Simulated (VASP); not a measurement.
Set up this calculation in VASP 6.6.1, as the native input.

```yaml
Task: single point
Functional: PBEsol
Potentials_or_basis: VASP PAW PBE potentials, release 64 (Ti_sv, Si)
Cutoff: 520 eV
k_mesh: 8 × 8 × 8
Occupations: fermi-dirac, width 0.08 eV
Spin: no spin polarisation
Dipole_correction: no
Further_INCAR_settings: ALGO = Normal; EDIFF = 1e-06; NBANDS = 29
```

The structure of TiSi2 lies in POSCAR:

```
TiSi2
1.0
    0.0000000000      4.0623445288      4.2039051019
    2.3542460462      0.0000000000      4.2039051019
    2.3542460462      4.0623445288      0.0000000000
Ti Si
2 4
Direct
    0.7500000000      0.7500000000      0.7500000000
    0.5000000000      0.5000000000      0.5000000000
    0.0830000000      0.4170000000      0.0830000000
    0.4170000000      0.0830000000      0.4170000000
    0.1670000000      0.8330000000      0.1670000000
    0.8330000000      0.1670000000      0.8330000000
```

One way to write it, as run:

INCAR

```
SYSTEM = TiSi2
PREC = Accurate
ENCUT = 520
EDIFF = 1E-6
ISMEAR = -1
SIGMA = 0.08
LREAL = .False.
LASPH = .True.
NELM = 60
ALGO = Normal
ISIF = 2
LWAVE = .False.
LCHARG = .True.
GGA = PS
LELF = .True.
LVHAR = .True.
NBANDS = 29
```

KPOINTS

```
Automatic mesh
0
Gamma
  8 8 8
  0 0 0
```

Potentials or basis: VASP PAW PBE potentials, release 64 (Ti_sv, Si).

Launch:

```bash
$ cat potpaw_PBE.64/Ti_sv/POTCAR potpaw_PBE.64/Si/POTCAR > POTCAR
$ mpirun -np 1 vasp_std > vasp.out
```

It gave:

- Pressure: 5.0 GPa
- Largest force: 0.183 eV/Å
- Band gap on the k mesh: zero (bands 20 and 21 overlap by 1.93 eV)

Caveat: the cell stands under pressure; the PAW data sets were made with another functional, which shifts forces and pressure a little.

It took 7.2 min on 1 thread of Intel Xeon 8259CL (shared host), peak memory 0.35 GiB.
